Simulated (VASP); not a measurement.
# C (C2/m) in VASP: vibrations by perturbation theory with LDA

Aim: the vibrations by perturbation theory of C with LDA.

Everything below comes from runs of VASP 6.6.1. Logs are shortened: lines on timing, memory, paths and dates and some standing lists are left out, and cuts for length are marked.

## (1) The cell of the first run

The structure is monoclinic, space group C2/m (No. 12). Conventional cell: a = 4.255 Å, b = 2.457 Å, c = 3.765 Å, α = 90.00°, β = 111.49°, γ = 90.00°. C (site symmetry m) has 3 C at 1.42 Å within 1.9 Å.

## (2) Vibrations by perturbation theory, LDA

File INCAR:

```
ALGO     = Normal         # electronic algorithm
EDIFF    = 1E-8           # SCF threshold, eV
ENCUT    = 520            # plane-wave cutoff, eV
IBRION   = 8              # ionic algorithm
ISIF     = 2              # what is computed and relaxed
ISMEAR   = 1              # smearing method
LASPH    = True           # aspherical terms in the spheres
LCHARG   = False          # write CHGCAR
LREAL    = False          # projectors in reciprocal space
LWAVE    = False          # write WAVECAR
NELM     = 80             # most SCF steps
NSW      = 1              # ionic steps
PREC     = Accurate       # precision mode
SIGMA    = 0.05           # smearing width, eV
```

File KPOINTS:

```
k-points
0
Gamma
  14 14 10
```

File POSCAR:

```
C
1.0
    2.1273203100     -1.2282824400      0.0000000000
    2.1273203100      1.2282824400      0.0000000000
   -1.3790696300      0.0000000000      3.5028300800
C
2
Direct
    0.8333555300      0.8333555300      0.0000930400
    0.1666444700      0.1666444700      0.9999069600
```

Potentials or basis: VASP PAW LDA potentials, release 64 (C).

Launch:

```sh
$ cat potpaw_LDA.64/C/POTCAR > POTCAR
$ mpirun -np 1 vasp_std > vasp.out
```

OUTCAR:

```text
EDIFF = 1E-8
   ENCUT = 520
   IBRION = 8
   ISIF = 2
   ISMEAR = 1
   LASPH = True
   LREAL = False
   NELM = 80
   NSW = 1
   PREC = Accurate

 ion  position               nearest neighbor table
   1  0.833  0.833  0.000-   2 1.42   2 1.42   2 1.42
   2  0.167  0.167  1.000-   1 1.42   1 1.42   1 1.42

  LATTYP: Found a base centered monoclinic cell.
 ALAT       =     4.2546406200
 B/A-ratio  =     0.5773848133
 C/A-ratio  =     0.8848045588
 COS(beta)  =    -0.3663329311

  Lattice vectors:

 A1 = (   2.1273203100,  -1.2282824400,   0.0000000000)
 A2 = (   2.1273203100,   1.2282824400,   0.0000000000)
 A3 = (  -1.3790696300,   0.0000000000,   3.5028300800)

Analysis of symmetry for initial positions (statically):
=====================================================================
 Subroutine PRICEL returns:
 Original cell was already a primitive cell.

 Routine SETGRP: Setting up the symmetry group for a
 base centered monoclinic supercell.

 Subroutine GETGRP returns: Found  4 space group operations
 (whereof  4 operations were pure point group operations)
 out of a pool of  4 trial point group operations.

The static configuration has the point symmetry C_2h.

Analysis of symmetry for dynamics (positions and initial velocities):
=====================================================================
 Subroutine PRICEL returns:
 Original cell was already a primitive cell.

 Routine SETGRP: Setting up the symmetry group for a
 base centered monoclinic supercell.

 Subroutine GETGRP returns: Found  4 space group operations
 (whereof  4 operations were pure point group operations)
 out of a pool of  4 trial point group operations.

The dynamic configuration has the point symmetry C_2h.

 Subroutine INISYM returns: Found  4 space group operations
 (whereof  4 operations are pure point group operations),
 and found     1 'primitive' translations

----------------------------------------------------------------------------------------

                                     Primitive cell

  volume of cell :      18.3054

  direct lattice vectors                    reciprocal lattice vectors
     2.127320310 -1.228282440  0.000000000     0.235037478 -0.407072497  0.092534619
     2.127320310  1.228282440  0.000000000     0.235037478  0.407072497  0.092534619
    -1.379069630  0.000000000  3.502830080     0.000000000  0.000000000  0.285483445

  length of vectors
     2.456454651  2.456454651  3.764525417     0.479075453  0.479075453  0.285483445

  position of ions in fractional coordinates (direct lattice)
     0.833355530  0.833355530  0.000093040
     0.166644470  0.166644470  0.999906960

  ion indices of the primitive-cell ions
   primitive index   ion index
                 1           1
                 2           2

----------------------------------------------------------------------------------------

 KPOINTS: k-points

Automatic generation of k-mesh.
 Grid dimensions read from file:
 generate k-points for:   14   14   10

 Generating k-lattice:

  Cartesian coordinates                     Fractional coordinates (reciprocal lattice)
     0.016788391 -0.029076607  0.006609616     0.071428571  0.000000000  0.000000000
     0.016788391  0.029076607  0.006609616     0.000000000  0.071428571  0.000000000
     0.000000000  0.000000000  0.028548345     0.000000000  0.000000000  0.100000000

  Length of vectors
     0.034219675  0.034219675  0.028548345
[... 93 lines left out ...]

 number of electron       8.0000000 magnetization

 Free energy of the ion-electron system (eV)
  ---------------------------------------------------
  ext. energy  EPLUGINS =         0.00000000
  ---------------------------------------------------
  free energy    TOTEN  =       -20.21939854 eV

  energy without entropy =      -20.21941553  energy(sigma->0) =      -20.21940420

 E-fermi :   3.9262     XC(G=0): -10.4936

 val. band max:        3.8927693089   @ k =  -0.2857   0.3571   0.1000
 cond. band min:       4.6752493910   @ k =  -0.3571   0.3571   0.5000
 fundamental gap:      0.7824800822
 Fermi energy:         3.9261798975

 k-point     1 :       0.0000    0.0000    0.0000
  band No.  band energies     occupation
      1     -15.2417      2.00000
      2      -2.5981      2.00000
      3       1.2348      2.00000
      4       1.2383      2.00000
      5       7.7349      0.00000
      6      12.6137      0.00000
      7      12.6160      0.00000
      8      15.6504      0.00000
[... 243 lines left out ...]
 k-point    24 :       0.2857    0.1429    0.0000
  band No.  band energies     occupation
      1     -13.7587      2.00000
      2      -2.5347      2.00000
      3      -1.4238      2.00000
      4      -1.2653      2.00000
      5      10.2925      0.00000
      6      11.6136      0.00000
      7      13.8541      0.00000
      8      15.6694      0.00000

 [... further k-points ...]

------------------------ aborting loop because EDIFF is reached ----------------------------------------

  FORCE on cell =-STRESS in cart. coord.  units (eV):
  Direction    XX          YY          ZZ          XY          YZ          ZX
  --------------------------------------------------------------------------------------
  -------------------------------------------------------------------------------------
  Total       -0.5068399     -0.5115812     -0.1293820      0.0000000      0.0000000     -0.0034754
  in kB      -44.3609863    -44.7759631    -11.3241109      0.0000000      0.0000000     -0.3041821
  external PRESSURE =     -33.4870201 kB  Pullay stress =       0.0000000 kB

 VOLUME and BASIS-vectors are now :
 -----------------------------------------------------------------------------
  energy-cutoff  :      520.00
  volume of cell :       18.31
      direct lattice vectors                 reciprocal lattice vectors
     2.127320310 -1.228282440  0.000000000     0.235037478 -0.407072497  0.092534619
     2.127320310  1.228282440  0.000000000     0.235037478  0.407072497  0.092534619
    -1.379069630  0.000000000  3.502830080     0.000000000  0.000000000  0.285483445

 POSITION                                       TOTAL-FORCE (eV/Angst)
 -----------------------------------------------------------------------------------
      3.54550      0.00000      0.00033         0.004319      0.000000     -0.001738
     -0.66993      0.00000      3.50250        -0.004319      0.000000      0.001738
 -----------------------------------------------------------------------------------
    total drift:                               -0.000000     -0.000000      0.000000

  FREE ENERGIE OF THE ION-ELECTRON SYSTEM (eV)
  ---------------------------------------------------
  free  energy   TOTEN  =       -20.2193985423 eV

  energy  without entropy=      -20.2194155253  energy(sigma->0) =      -20.21940420

[... ionic steps 2 to 3 ...]

--------------------------------------- Ionic step        4  -------------------------------------------

------------------------ aborting loop because EDIFF is reached ----------------------------------------

--------------------------------------- Ionic step        5  -------------------------------------------

------------------------ aborting loop because EDIFF is reached ----------------------------------------

--------------------------------------- Ionic step        6  -------------------------------------------

 Free energy of the ion-electron system (eV)
  ---------------------------------------------------
  ---------------------------------------------------
  free energy    TOTEN  =        -0.12276378 eV

  energy without entropy =       -0.12276378

------------------------ aborting loop because EDIFF is reached ----------------------------------------

 INTERNAL STRAIN TENSOR  FOR ION    1  DIRECTION 3   (eV/Angst):
 -----------------------------------------------------------------------------
    -0.07654  0.00000 -0.00208
     0.00000  0.16079  0.00000
    -0.01849  0.00000 -0.12935

 INTERNAL STRAIN TENSOR FOR ION    2 for displacements in x,y,z  (eV/Angst):
          X           Y           Z          XY          YZ          ZX
  --------------------------------------------------------------------------------
  x   -12.28001    12.27618     0.01842     0.00000     0.00000    -0.04295
  y     0.00000     0.00000     0.00000    12.64200    -0.10073     0.00000
  z     0.07654    -0.16079     0.12935     0.00000     0.00000     0.00208

 SECOND DERIVATIVES (NOT SYMMETRIZED)
 ------------------------------------
               1X          1Y          1Z          2X          2Y          2Z
  1X   -54.915222    0.000000    0.003031   54.915222    0.000000   -0.003031
  1Y     0.000000  -54.940895    0.000000    0.000000   54.940895    0.000000
  1Z     0.001341    0.000000  -17.387996   -0.001341    0.000000   17.387996
  2X    54.915222    0.000000   -0.003031  -54.915222    0.000000    0.003031
  2Y     0.000000   54.940895    0.000000    0.000000  -54.940895    0.000000
  2Z    -0.001341    0.000000   17.387996    0.001341    0.000000  -17.387996

 Eigenvectors and eigenvalues of the dynamical matrix
 ----------------------------------------------------

   1 f  =   47.285067 THz   297.100835 2PiTHz 1577.260043 cm-1   195.555234 meV
             X         Y         Z           dx          dy          dz
      3.545500  0.000000  0.000326    -0.000000    0.707107    0.000000
     -0.669929  0.000000  3.502504     0.000000   -0.707107   -0.000000
[... 16 lines left out ...]
   5 f  =    0.000000 THz     0.000001 2PiTHz    0.000007 cm-1     0.000001 meV
             X         Y         Z           dx          dy          dz
      3.545500  0.000000  0.000326     0.000353   -0.628569    0.323884
     -0.669929  0.000000  3.502504     0.000353   -0.628569    0.323884

   6 f/i=    0.000001 THz     0.000004 2PiTHz    0.000023 cm-1     0.000003 meV
             X         Y         Z           dx          dy          dz
      3.545500  0.000000  0.000326     0.000049    0.323885    0.628569
     -0.669929  0.000000  3.502504     0.000049    0.323885    0.628569

--------------------------------------------------------------------------------------------------------

 ELASTIC MODULI CONTR FROM IONIC RELAXATION (kBar)
 Direction    XX          YY          ZZ          XY          YZ          ZX
 --------------------------------------------------------------------------------
 XX        -240.3741    240.3313      0.3109      0.0000     -0.0000     -0.8413
 YY         240.3313   -240.3243     -0.2560     -0.0000      0.0000      0.8419
 ZZ           0.3109     -0.2560     -0.0848      0.0000     -0.0000     -0.0001
 XY           0.0000     -0.0000      0.0000   -254.6046      2.0286      0.0000
 YZ          -0.0000      0.0000     -0.0000      2.0286     -0.0162     -0.0000
 ZX          -0.8413      0.8419     -0.0001      0.0000     -0.0000     -0.0030
 --------------------------------------------------------------------------------
```

It took 4.8 min on 1 thread of Intel Xeon 8259CL, shared host; peak memory 0.36 GiB.

Results:

```yaml
Highest_phonon_frequency_at_Γ: 1577 cm⁻¹
```

Phonon frequencies in cm⁻¹ (negative: imaginary):
```tsv
q point	frequencies
(0.000, 0.000, 0.000)	0 0 0 887 1577 1577
```

Caveat: the cell stands under pressure or tension, which shifts response properties.
